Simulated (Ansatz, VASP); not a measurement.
One calculation of Sn, two programs

The input INCAR:

```
  PREC = Accurate
  ENCUT = 520
  EDIFF = 1E-6
  ISMEAR = -1
  SIGMA = 0.1
  LREAL = False
  LASPH = True
  NELM = 80
  ALGO = Normal
  ISIF = 2
  LWAVE = False
  LCHARG = False
  GGA = PS
  NBANDS = 21
```

KPOINTS

```
regular mesh
0
Gamma
  13 13 7
```

POSCAR

```
Sn
1.0
    3.0413038400      0.0000000000      0.0000000000
   -1.5206519200      2.6338463861      0.0000000000
    0.0000000000      0.0000000000      4.9166599292
Sn
2
Direct
    0.3333333333      0.6666666667      0.2500000000
    0.6666666667      0.3333333333      0.7500000000
```

Input for Ansatz:

```yaml
crystal:
  lattice:
    - [3.04130384, 0.0, 0.0]
    - [-1.52065192, 2.6338463861, 0.0]
    - [0.0, 0.0, 4.9166599292]
  atoms:
    - { symbol: Sn, position: [0.3333333333, 0.6666666667, 0.25] }
    - { symbol: Sn, position: [0.6666666667, 0.3333333333, 0.75] }
kpoints:
  mp_grid: { grid: [13, 13, 7] }
scf:
  occupations: { method: fermi_dirac, width: 0.1 }
hamiltonian:
  xc: pbesol
  pseudopotentials: { kind: all_electron, lapw: { basis_error: 0.001 } }
output:
  forces: true
  stress: true
  eigenvalues: true
  populations: true
```

Change from the starting cell: volume scaled by 0.75, LAPW.

Alike in both runs: task single point; functional PBEsol; k mesh 13 × 13 × 7; occupations fermi-dirac, width 0.1 eV; no spin polarisation.

```csv
,VASP,Ansatz
version,VASP 6.6.1,Ansatz 0.2.0
potentials or method,"VASP PAW PBE potentials, release 64 (Sn_d), cutoff 520 eV","all-electron LAPW, scalar-relativistic"
```

Ansatz gave:

* pressure (GPa): 31.4
* traceless stress, the component that is largest in VASP (GPa): -0.11

Task: Estimate VASP's values.

Result: Pressure (GPa): 31.5; traceless stress, the component that is largest in VASP (GPa): -0.11.

VASP's potentials were made for PBE, not for PBEsol. Both programs put the cell under a high pressure, so it lies far from rest at this level. Ansatz ran all-electron here, and VASP with PAW potentials.
